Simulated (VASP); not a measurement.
# Ti4Al in VASP: notebook

The runs below take Ti4Al through single point, with PBE.

Program: VASP 6.6.1. These are calculated values, not measurements. Logs are shortened: lines on timing, memory, paths and dates and some standing lists are left out, and cuts for length are marked.

### Step 1. The cell of the first run

The cell holds an amorphous packing of atoms, 20 atoms: a = 7.404 Å, b = 7.090 Å, c = 7.031 Å, α = 90.81°, β = 92.14°, γ = 89.83°.

### Step 2. Single point, PBE

The input, INCAR:

```
PREC = Accurate ; ENCUT = 520
EDIFF = 1E-6 ; ISMEAR = -1
SIGMA = 0.2172 ; LREAL = Auto
LASPH = True ; NELM = 80
ALGO = Normal ; ISIF = 2
LWAVE = False ; LCHARG = False
GGA = PE ; NBANDS = 118
ISYM = 0
```

The input, KPOINTS:

```
Automatic mesh
0
Gamma
  1 1 1
  0.25 0.25 0.25
```

The input, POSCAR:

```
Ti4Al
1.0
    7.4031320000      0.0101080000     -0.1346870000
    0.0101080000      7.0902150000     -0.0499130000
   -0.1346870000     -0.0499130000      7.0297780000
Ti Al
16 4
Direct
    0.7171497646     -0.0638979207      0.3493469372
    0.3617289399      0.8812362355      0.5652782108
    0.2898045881      0.1753130881      0.8125705126
    0.9789288369      0.3607166723      0.3862475372
    0.6534762598      0.3247449259      0.1473901097
    0.2244342578      0.4633725183      0.0636379541
    0.3689404460      0.4696605452      0.4337846300
    0.9080740788      0.7112222661      0.0216895911
    0.5920622746      0.2264505211      0.6257777865
    0.5997722791      0.9907549280      0.9495712496
    0.8340521935      0.6046706690      0.5935056434
    0.3589435749      0.0712184042      0.3272293602
    0.2193858309      0.8844236972      0.9925012795
    0.9251723128      0.9784004834      0.6840186968
    0.5081790342      0.5540356215      0.8114789243
    0.1413261984      0.6063411139      0.6817539765
    0.8740766828      0.3645800950      0.8669970876
    0.0519862508      0.7357310706      0.3357031214
    0.5015310853      0.6577371421      0.1841249256
    0.9228884791      0.0837861634      0.0732969234
```

Potentials or basis: VASP PAW PBE potentials, release 64 (Ti_sv, Al).

On the command line:

```sh
$ cat potpaw_PBE.64/Ti_sv/POTCAR potpaw_PBE.64/Al/POTCAR > POTCAR
$ mpirun -np 1 vasp_std > vasp.out
```

OUTCAR:

```text
PREC = Accurate
   ENCUT = 520
   EDIFF = 1E-6
   ISMEAR = -1
   LREAL = Auto
   LASPH = True
   NELM = 80
   ISIF = 2
   GGA = PE
   ISYM = 0

 ion  position               nearest neighbor table
   1  0.717  0.936  0.349-  20 2.73  19 2.76  14 2.78  12 2.82  18 2.86
   2  0.362  0.881  0.565-  12 2.16  16 2.70   3 2.76  18 2.94
   3  0.290  0.175  0.813-  13 2.50   9 2.67   6 2.73   2 2.76  10 2.79
   4  0.979  0.361  0.386-  11 2.51  18 2.75   5 2.90  16 2.92  20 2.95
   5  0.653  0.325  0.147-  17 2.63  19 2.63  20 2.68  10 2.75   4 2.90
   6  0.224  0.463  0.064-  19 2.58   3 2.73   7 2.78  15 2.88  17 2.97  18 3.01
   7  0.369  0.470  0.434-  19 2.45  16 2.64   9 2.72   6 2.78  15 2.87  12 2.91  18 3.07
   8  0.908  0.711  0.022-  18 2.42  13 2.63  20 2.66  17 2.68
   9  0.592  0.226  0.626-   3 2.67   7 2.72  15 2.73  17 2.81  10 2.84  12 2.88
  10  0.600  0.991  0.950-  20 2.60   5 2.75   3 2.79   9 2.84  19 3.01
  11  0.834  0.605  0.594-  16 2.34   4 2.51  17 2.59  18 2.65  14 2.80
  12  0.359  0.071  0.327-   2 2.16   1 2.82  13 2.85   9 2.88   7 2.91
  13  0.219  0.884  0.993-   3 2.50   8 2.63  20 2.68  12 2.85  19 2.93  18 2.96
  14  0.925  0.978  0.684-   1 2.78  11 2.80  20 2.83  17 3.04
  15  0.508  0.554  0.811-  19 2.71   9 2.73  16 2.86   7 2.87   6 2.88  17 3.04
  16  0.141  0.606  0.682-  11 2.34   7 2.64  18 2.67   2 2.70  15 2.86   4 2.92  17 2.97
  17  0.874  0.365  0.867-  20 2.50  11 2.59   5 2.63   8 2.68   9 2.81  16 2.97   6 2.97  15 3.04
                            14 3.04
  18  0.052  0.736  0.336-   8 2.42  11 2.65  16 2.67   4 2.75   1 2.86   2 2.94  13 2.96   6 3.01
                             7 3.07  20 3.22
  19  0.502  0.658  0.184-   7 2.45   6 2.58   5 2.63  15 2.71   1 2.76  13 2.93  10 3.01
  20  0.923  0.084  0.073-  17 2.50  10 2.60   8 2.66  13 2.68   5 2.68   1 2.73  14 2.83   4 2.95
                            18 3.22

IMPORTANT INFORMATION: All symmetrisations will be switched off!
NOSYMM: (Re-)initialisation of all symmetry stuff for point group C_1.

----------------------------------------------------------------------------------------

                                     Primitive cell

  volume of cell :     368.8440

  direct lattice vectors                    reciprocal lattice vectors
     7.403132000  0.010108000 -0.134687000     0.135125281 -0.000174422  0.002587694
     0.010108000  7.090215000 -0.049913000    -0.000174422  0.141046722  0.000998122
    -0.134687000 -0.049913000  7.029778000     0.002587694  0.000998122  0.142308669

  length of vectors
     7.404363995  7.090397889  7.031245311     0.135150169  0.141050361  0.142335693

  position of ions in fractional coordinates (direct lattice)
     0.717149765  0.936102079  0.349346937
     0.361728940  0.881236235  0.565278211
     0.289804588  0.175313088  0.812570513
     0.978928837  0.360716672  0.386247537
     0.653476260  0.324744926  0.147390110
     0.224434258  0.463372518  0.063637954
[... 12 lines left out ...]
     0.501531085  0.657737142  0.184124926
     0.922888479  0.083786163  0.073296923

  ion indices of the primitive-cell ions
   primitive index   ion index
                 1           1
                 2           2
                 3           3
                 4           4
                 5           5
                 6           6
[... 12 lines left out ...]
                19          19
                20          20

----------------------------------------------------------------------------------------

 KPOINTS: Automatic mesh

Automatic generation of k-mesh.
 Grid dimensions read from file:
 generate k-points for:    1    1    1

 Generating k-lattice:

  Cartesian coordinates                     Fractional coordinates (reciprocal lattice)
     0.135125281 -0.000174422  0.002587694     1.000000000 -0.000000000  0.000000000
    -0.000174422  0.141046722  0.000998122    -0.000000000  1.000000000  0.000000000
     0.002587694  0.000998122  0.142308669     0.000000000  0.000000000  1.000000000

  Length of vectors
     0.135150169  0.141050361  0.142335693

  Shift w.r.t. Gamma in fractional coordinates (k-lattice)
     0.250000000  0.250000000  0.250000000

 Subroutine IBZKPT returns following result:
 ===========================================

 Found      1 irreducible k-points:

 Following reciprocal coordinates:
            Coordinates               Weight
  0.250000  0.250000  0.250000      2.000000
   k-points           NKPTS =      1   k-points in BZ     NKDIM =      1   number of bands    NBANDS=    118
   number of dos      NEDOS =    301   number of ions     NIONS =     20
   total plane-waves  NPLWV = 163296
   dimension x,y,z NGX =    56 NGY =   54 NGZ =   54
   dimension x,y,z NGXF=   112 NGYF=  108 NGZF=  108
   ions per type =              16   4
   NGX,Y,Z   is equivalent  to a cutoff of  12.57, 12.66, 12.77 a.u.
   NGXF,Y,Z  is equivalent  to a cutoff of  25.15, 25.32, 25.54 a.u.
 SYSTEM =  unknown system
   PREC   = accura    normal or accurate (medium, high low for compatibility)
   ISTART =      0    job   : 0-new  1-cont  2-samecut
   ICHARG =      2    charge: 1-file 2-atom 10-const
   ISPIN  =      1    spin polarized calculation?
   LNONCOLLINEAR =      F non collinear calculations
   LSORBIT =      F    spin-orbit coupling
   LASPH  =      T    aspherical Exc in radial PAW
   ENCUT  =  520.0 eV  38.22 Ry    6.18 a.u.  13.77 13.18 13.07*2*pi/ulx,y,z
   NELM   =     80;   NELMIN=  2; NELMDL= -5     # of ELM steps
   EDIFF  = 0.1E-05   stopping-criterion for ELM
   LREAL  =      T    real-space projection
   EDIFFG = 0.1E-04   stopping-criterion for IOM
   NSW    =      0    number of steps for IOM
   IBRION =     -1    ionic relax: 0-MD 1-quasi-New 2-CG
   NFREE  =      0    steps in history (QN), initial steepest desc. (CG)
   ISIF   =      2    stress and relaxation
   ISYM   =      0    0-nonsym 1-usesym 2-fastsym
   POTIM  = 0.5000    time-step for ionic-motion
   TEBEG  =    0.0;   TEEND  =   0.0 temperature during run
   PSTRESS=    0.0 pullay stress
   NELECT =     204.0000    total number of electrons
   NUPDOWN=      -1.0000    fix difference up-down
   EMIN   =  10.00;   EMAX   =-10.00  energy-range for DOS
   EFERMI =   0.00;   METHOD = LEGACY
   ISMEAR =    -1;   SIGMA  =   0.22  broadening in eV -4-tet -1-fermi 0-gaus
   EFERMI_NEDOS =   21; number of points for ismear=-14 and -15
   IALGO  =     38    algorithm
   IMIX   =      4    mixing-type and parameters
     AMIX     =   0.40;   BMIX     =  1.00
     AMIX_MAG =   1.60;   BMIX_MAG =  1.00
  volume/ion in A,a.u.               =      18.44       124.45
  Fermi-wavevector in a.u.,A,eV,Ry     =   1.343808  2.539429 24.569683  1.805821
  Thomas-Fermi vector in A             =   2.471853
   LORBIT       =      0    0 simple, 1 ext, 2 COOP (PROOUT), +10 PAW based schemes
   GGA     = PE    functional components
   LHFCALC =     F    Hartree Fock is set to
   AEXX    =    0.0000 exact exchange contribution
   IVDW    =     0    specifies the selected vdW correction
   LEPSILON=     F    determine dielectric tensor
   LRPA    =     F    only Hartree local field effects (RPA)
 non-spin polarized calculation
  energy-cutoff  :      520.00
  volume of cell :      368.84
 maximum number of plane-waves:      9923
 NGX is ok and might be reduce to    56
   NGX = 27   NGY = 27   NGZ = 27

 number of electron     204.0000007 magnetization

 Free energy of the ion-electron system (eV)
  ---------------------------------------------------
  ext. energy  EPLUGINS =         0.00000000
  ---------------------------------------------------
  free energy    TOTEN  =      -137.86435615 eV

  energy without entropy =     -133.20020717  energy(sigma->0) =     -135.53228166

 E-fermi :   7.2238     XC(G=0): -10.8456

 val. band max:        7.1816105832   @ k =   0.2500   0.2500   0.2500
 cond. band min:       7.2474405594   @ k =   0.2500   0.2500   0.2500
 fundamental gap:      0.0658299762
 Fermi energy:         7.2238419764

 k-point     1 :       0.2500    0.2500    0.2500
  band No.  band energies     occupation
      1     -49.6327      2.00000
      2     -49.5996      2.00000
      3     -49.5595      2.00000
      4     -49.5310      2.00000
      5     -49.4972      2.00000
      6     -49.4379      2.00000
[... 106 lines left out ...]
    113       7.9187      0.07841
    114       8.0031      0.05383
 [bands above 114 left out]

------------------------ aborting loop because EDIFF is reached ----------------------------------------

  FORCE on cell =-STRESS in cart. coord.  units (eV):
  Direction    XX          YY          ZZ          XY          YZ          ZX
  --------------------------------------------------------------------------------------
  -------------------------------------------------------------------------------------
  Total       -2.4598629      0.1326738      2.4543181      0.0573723     -0.7977298      2.0767814
  in kB      -10.6851050      0.5763061     10.6610195      0.2492128     -3.4651635      9.0210829
  external PRESSURE =       0.1840735 kB  Pullay stress =       0.0000000 kB

 VOLUME and BASIS-vectors are now :
 -----------------------------------------------------------------------------
  energy-cutoff  :      520.00
  volume of cell :      368.84
      direct lattice vectors                 reciprocal lattice vectors
     7.403132000  0.010108000 -0.134687000     0.135125281 -0.000174422  0.002587694
     0.010108000  7.090215000 -0.049913000    -0.000174422  0.141046722  0.000998122
    -0.134687000 -0.049913000  7.029778000     0.002587694  0.000998122  0.142308669

 POSITION                                       TOTAL-FORCE (eV/Angst)
 -----------------------------------------------------------------------------------
      5.27156      6.62698      2.31252        -0.259284      0.165779     -0.168037
      2.61070      6.22360      3.88108         0.870845     -1.319584      1.445976
      2.03779      1.20538      5.66441        -0.704081      1.290431     -0.664521
      7.19876      2.54818      2.56538         0.658374     -1.142370     -0.166444
      4.82120      2.30176      0.93190        -1.325394     -0.345615      1.045744
      1.65763      3.28450      0.39400        -0.918199     -0.703198      0.624090
[... 12 lines left out ...]
      3.69475      4.65938      1.19398         1.203367      2.761479     -0.681321
      6.82324      0.59973      0.38678         1.511928      0.061090      0.879806
 -----------------------------------------------------------------------------------
    total drift:                               -0.005667      0.017737      0.010439

  FREE ENERGIE OF THE ION-ELECTRON SYSTEM (eV)
  ---------------------------------------------------
  free  energy   TOTEN  =      -137.8643561492 eV

  energy  without entropy=     -133.2002071719  energy(sigma->0) =     -135.53228166
```

Wall time 2.1 min (1 thread of Intel Xeon 6975P-C (Granite Rapids), shared host); peak memory 0.38 GiB.

What came out:

```yaml
Free_energy: -137.8644 eV
Pressure: 0.0 GPa
Largest_force: 3.570 eV/Å
Band_gap_on_the_k_mesh: 0.07 eV
```

Forces on the atoms (eV/Å):
```
Ti  -0.259  0.166 -0.168
Ti   0.871 -1.320  1.446
Ti  -0.704  1.290 -0.665
Ti   0.658 -1.142 -0.166
Ti  -1.325 -0.346  1.046
Ti  -0.918 -0.703  0.624
Ti  -0.473 -0.989  1.188
Ti  -2.208 -0.659 -1.803
Ti   1.268 -0.446 -1.033
Ti  -0.435 -0.681 -0.649
Ti  -3.418  0.964 -0.358
Ti  -0.520  1.689 -1.774
Ti   0.376 -1.398 -0.217
Ti   0.784  0.067  0.340
Ti   0.388  0.491  0.210
Ti   0.680 -0.517  1.665
Al   0.738 -0.260 -0.905
Al   1.783  0.971  1.022
Al   1.203  2.761 -0.681
Al   1.512  0.061  0.880
```

Stress tensor (GPa, compression positive):
```
-1.07  0.02  0.90
 0.02  0.06 -0.35
 0.90 -0.35  1.07
```

Caveat: the k points lie up to 0.89 Å⁻¹ apart.

### Step 3. Single point, PBE

The input, INCAR:

```
  ALGO = Normal
  EDIFF = 1E-6
  ENCUT = 520
  GGA = PE
  ISIF = 2
  ISMEAR = -1
  ISYM = 0
  LASPH = T
  LCHARG = F
  LREAL = Auto
  LWAVE = F
  NBANDS = 118
  NELM = 100
  PREC = Accurate
  SIGMA = 0.2172
```

KPOINTS is that of step 2.

The input, POSCAR:

```
Ti4Al
1.0
    7.4031320000      0.0101080000     -0.1346870000
    0.0101080000      7.0902150000     -0.0499130000
   -0.1346870000     -0.0499130000      7.0297780000
Ti Al
16 4
Direct
    0.8246089528     -0.0160359596      0.3480204785
    0.4921096659      0.8666043555      0.5051077854
    0.3304968562      0.2567609444      0.8809921649
    0.9875853111      0.3767487429      0.3863743013
    0.6466637321      0.3347812865      0.0724415673
    0.2506148632      0.4975777998      0.1397791175
    0.3266505844      0.3436426941      0.5385444355
    0.8721943676      0.6454149200      0.0700356167
    0.7002121222      0.1957004149      0.5319808769
    0.6694312043      0.9491436737      0.8240402882
    0.7743729573      0.5802646048      0.5392616549
    0.3943002965      0.1190053847      0.2317302253
    0.3404769952      0.8914634442      0.8850004139
    1.0150304438      0.9050857968      0.6818027472
    0.5223395274      0.5714849248      0.8668842559
    0.1600826996      0.5851615368      0.7314972431
    0.9708891288      0.2579559863      0.8400647220
    0.1074165236      0.7648650730      0.3778089891
    0.5432933594      0.7027275891      0.2393224644
    1.0237103262     -0.0429627808      0.0234870961
```

Potentials or basis: VASP PAW PBE potentials, release 64 (Ti_sv, Al).

On the command line:

```sh
$ cat potpaw_PBE.64/Ti_sv/POTCAR potpaw_PBE.64/Al/POTCAR > POTCAR
$ mpirun -np 1 vasp_std > vasp.out
```

Run time: 2.2 min. Hardware: 1 thread of Intel Xeon 6975P-C (Granite Rapids), shared host; peak memory 0.37 GiB.

It converged, with:

| Quantity | Value |
| --- | --- |
| Free energy | -134.9269 eV |
| Pressure | 2.1 GPa |
| Largest force | 4.696 eV/Å |
| Band gap on the k mesh | 0.15 eV |

Forces in eV/Å, atoms in the order of the input:
```
Ti  -0.800 -0.848 -1.475
Ti  -1.957  1.122  4.119
Ti   0.136 -1.256  0.191
Ti   0.255 -0.609 -0.681
Ti   1.128 -0.824  1.635
Ti  -0.070 -0.149 -0.064
Ti   1.174 -0.257 -1.191
Ti   0.069 -0.924 -0.605
Ti  -1.479  1.687  1.218
Ti   1.497  0.280  1.210
Ti  -0.379  1.103  0.447
Ti  -0.447 -0.684 -0.131
Ti  -0.123 -0.879  0.445
Ti  -0.816  1.332 -0.715
Ti   0.370  1.105 -1.295
Ti  -0.038 -0.106  0.210
Al  -0.862  1.553 -0.610
Al   0.992 -1.084 -1.254
Al   0.881 -1.497 -3.667
Al   0.470  0.934  2.212
```

Stress tensor (GPa, compression positive):
```
 0.86 -1.96 -0.95
-1.96  1.81  3.26
-0.95  3.26  3.61
```

Levels at points of the mesh, in eV from the valence-band top:
| k point | band 100 | band 101 | band 102 | band 103 | band 104 | band 105 |
| --- | --- | --- | --- | --- | --- | --- |
| (0.25, 0.25, 0.25) | -0.10 | -0.03 | 0.00 | 0.15 | 0.18 | 0.24 |

Caveat: the k points lie up to 0.89 Å⁻¹ apart.

(Continued in part 2 of 2.)
